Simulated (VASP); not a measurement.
Wanted: the native input for a VASP 6.6.1 run.

```yaml
Task: single point
Functional: r2SCAN
Potentials_or_basis: VASP PAW PBE potentials, release 64 (Pt_sv_GW)
Cutoff: 550 eV
k_mesh: 10 × 10 × 5
Occupations: fermi-dirac, width 0.1 eV
Spin: no spin polarisation
Dipole_correction: no
Second_run: valence_matched
Further_INCAR_settings: ALGO = Normal; EDIFF = 1e-06; NBANDS = 25
```

The system is Pt.

```
CELL_PARAMETERS angstrom
2.76067 0.00000 0.00000
-1.38033 2.39081 0.00000
0.00000 0.00000 4.79213
ATOMIC_POSITIONS crystal
Pt 0.66667 0.33333 0.75000
Pt 0.33333 0.66667 0.25000
```

One way to write it, as run:

POSCAR

```
Pt
1.0
    2.7606660000      0.0000000000      0.0000000000
   -1.3803330000      2.3908070000      0.0000000000
    0.0000000000      0.0000000000      4.7921340000
Pt
2
Direct
    0.6666666667      0.3333333333      0.7500000000
    0.3333333333      0.6666666667      0.2500000000
```

INCAR.step1

```
SYSTEM = Pt
PREC     = Accurate       ! precision mode
ENCUT    = 550            ! plane-wave cutoff, eV
ISMEAR   = -1             ! smearing method
SIGMA    = 0.1            ! smearing width, eV
LREAL    = .FALSE.        ! projectors in reciprocal space
LASPH    = .TRUE.         ! aspherical terms in the spheres
NELM     = 120            ! most SCF steps
NBANDS   = 25             ! bands
GGA      = PE             ! functional
ALGO     = Normal         ! electronic algorithm
EDIFF    = 1E-5           ! SCF threshold, eV
LWAVE    = .TRUE.         ! write WAVECAR
LCHARG   = .FALSE.        ! write CHGCAR
GGA_COMPAT= .FALSE.
```

INCAR.step2

```
SYSTEM = Pt
PREC     = Accurate       ! precision mode
ENCUT    = 550            ! plane-wave cutoff, eV
EDIFF    = 1E-6           ! SCF threshold, eV
ISMEAR   = -1             ! smearing method
SIGMA    = 0.1            ! smearing width, eV
LREAL    = .FALSE.        ! projectors in reciprocal space
LASPH    = .TRUE.         ! aspherical terms in the spheres
NELM     = 120            ! most SCF steps
ALGO     = Normal         ! electronic algorithm
ISIF     = 2              ! what is computed and relaxed
LWAVE    = .FALSE.        ! write WAVECAR
LCHARG   = .TRUE.         ! write CHGCAR
METAGGA  = R2SCAN         ! meta-GGA
LMIXTAU  = .TRUE.       
LELF     = .TRUE.         ! ELF
LVHAR    = .TRUE.       
NBANDS   = 25             ! bands
ISTART   = 1            
GGA_COMPAT= .FALSE.
```

KPOINTS

```
regular mesh
0
G
  10 10 5
  0 0 0
```

Potentials or basis: VASP PAW PBE potentials, release 64 (Pt_sv_GW).

Run with:

```bash
$ cat potpaw_PBE.64/Pt_sv_GW/POTCAR > POTCAR
$ cp INCAR.step1 INCAR
$ mpirun -np 1 vasp_std > vasp.out
$ cp INCAR.step2 INCAR
$ mpirun -np 1 vasp_std > vasp.out
```

It gave:

* Pressure: -8.2 GPa
* Band gap on the k mesh: zero (band 18 reaches 10.12 eV, above the bottom of band 19 at 8.88 eV)

Caveat: the PAW data sets were made with another functional, which shifts forces and pressure a little; spin-orbit coupling is left out, which moves the levels of the heavy elements.

Wall time 92 s on 1 thread of AMD EPYC 9R45 96-Core Processor (Zen 5) (shared host), peak memory 0.16 GiB.
